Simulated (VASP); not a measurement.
A run of VASP 6.6.1 is set up as follows.

The input INCAR:

```
ALGO     = Fast           # electronic algorithm
EDIFF    = 1E-7           # SCF threshold, eV
ENCUT    = 520            # plane-wave cutoff, eV
GGA      = CA             # functional
ISIF     = 2              # what is computed and relaxed
ISMEAR   = 0              # smearing method
LASPH    = T              # aspherical terms in the spheres
LCHARG   = F              # write CHGCAR
LREAL    = F              # projectors in reciprocal space
LWAVE    = F              # write WAVECAR
NBANDS   = 10             # bands
NELM     = 60             # most SCF steps
PREC     = Accurate       # precision mode
SIGMA    = 0.15           # smearing width, eV
```

Contents of KPOINTS:

```
k-points
0
Gamma
  14 14 14
```

File POSCAR:

```
Rb
1.0
   -2.4811596688      2.4811596688      3.3455956974
    2.4811596688     -2.4811596688      3.3455956974
    2.4811596688      2.4811596688     -3.3455956974
Rb
1
Direct
    0.0000000000      0.0000000000      0.0000000000
```

Potentials or basis: VASP PAW LDA potentials, release 64 (Rb_sv).

Run with:

```sh
$ cat potpaw_LDA.64/Rb_sv/POTCAR > POTCAR
$ mpirun -np 1 vasp_std > vasp.out
```

Q: What does it give for the band gap on the k mesh?

A: Zero (an odd number of electrons rules out a gap without spin polarisation).

Q: Estimate the pressure.

A: -0.2 GPa.
